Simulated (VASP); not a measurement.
Input of a VASP 6.6.1 run:

The input INCAR:

```
  PREC = Normal
  ENCUT = 440
  EDIFF = 1E-5
  ISMEAR = -1
  SIGMA = 0.2241
  LREAL = Auto
  LASPH = True
  NELM = 120
  ALGO = Normal
  ISIF = 2
  LWAVE = False
  LCHARG = False
  GGA = PE
  IVDW = 12
  IBRION = 0
  NSW = 23
  POTIM = 1.0
  TEBEG = 2600.0
  TEEND = 2600.0
  ISYM = -1
  NELMIN = 4
  RANDOM_SEED = 28577 0 0
  MDALGO = 2
  SMASS = 0
  GGA_COMPAT = False
  MAXMIX = 40
```

Contents of KPOINTS:

```
explicit points
4
Reciprocal
  0.25000000   0.25000000   0.25000000 2
  0.25000000   0.25000000   0.75000000 2
  0.25000000   0.75000000   0.25000000 2
  0.25000000   0.75000000   0.75000000 2
```

File POSCAR:

```
SiO2
1.0
    0.0000000000      0.0000000000      5.3265653958
    0.0000000000      8.6298617652      0.0000000000
   -7.3085432174     -4.3149308826     -2.6632826979
Si O
6 12
Direct
    0.0833333333      0.3333333333      0.6666666667
    0.7500000000      1.0000000000      0.0000000000
    0.4166666667      0.6666666667      0.3333333333
    0.5833333333      0.3333333333      0.6666666667
    0.2500000000      0.0000000000      0.0000000000
    0.9166666667      0.6666666667      0.3333333333
    0.7363333333      0.6263333333      0.4726666667
    0.4030000000      0.2930000000      0.8060000000
    0.0696666667      0.9596666667      0.1393333333
    0.7636666667      0.1536666667      0.5273333333
    0.4303333333      0.8203333333      0.8606666667
    0.0970000000      0.4870000000      0.1940000000
    0.2363333333      0.8463333333      0.4726666667
    0.9030000000      0.5130000000      0.8060000000
    0.5696666667      0.1796666667      0.1393333333
    0.2636666667      0.3736666667      0.5273333333
    0.9303333333      0.0403333333      0.8606666667
    0.5970000000      0.7070000000      0.1940000000
```

Potentials or basis: VASP PAW PBE potentials, release 64 (Si, O).

Launch:

```sh
$ cat potpaw_PBE.64/Si/POTCAR potpaw_PBE.64/O/POTCAR > POTCAR
$ mpirun -np 1 vasp_std > vasp.out
```

Task: Predict the dispersion energy per atom.

Result: -0.088 eV.

The path:
```
step  potential energy change (eV)  largest force (eV/Å)  pressure (GPa)  volume (Å³)  temperature (K)
   1                        0.0000                5.1032          -28.91       335.96             2597
   2                       -0.0251                5.3794          -28.85       335.96             2611
   3                       -0.1894                5.6007          -28.61       335.96             2685
   4                       -0.4837                5.7687          -28.30       335.96             2816
   5                       -0.8914                5.8839          -27.77       335.96             2991
   6                       -1.3882                5.9650          -27.08       335.96             3194
   7                       -1.9408                6.0145          -26.15       335.96             3402
   8                       -2.5113                6.0338          -25.10       335.96             3588
   9                       -3.0577                6.0187          -23.70       335.96             3726
  10                       -3.5388                5.9740          -22.26       335.96             3790
  11                       -3.9175                5.8937          -20.42       335.96             3764
  12                       -4.1693                5.7819          -18.56       335.96             3644
  13                       -4.2851                5.6191          -16.58       335.96             3438
  14                       -4.2739                6.0534          -14.43       335.96             3166
  15                       -4.1629                7.0146          -12.39       335.96             2855
  16                       -3.9897                7.7506          -10.43       335.96             2537
  17                       -3.7976                8.2051           -8.64       335.96             2239
  18                       -3.6266                8.3661           -7.13       335.96             1982
  19                       -3.5101                8.2299           -5.84       335.96             1779
  20                       -3.4693                7.8389           -4.89       335.96             1638
  21                       -3.5129                7.2505           -4.24       335.96             1558
  22                       -3.6378                6.5125           -3.85       335.96             1532
  23                       -3.8307                5.8552           -3.80       335.96             1553
```

Caveat: the cell differs from its parent crystal (dynamics (nvt nose hoover) at 2600 K, volume x 1.1, from the last frame before); the cutoff is under 1.25 times the usual one of these potentials, so pressure, stress and relaxed cells hold a basis-set (Pulay) error.
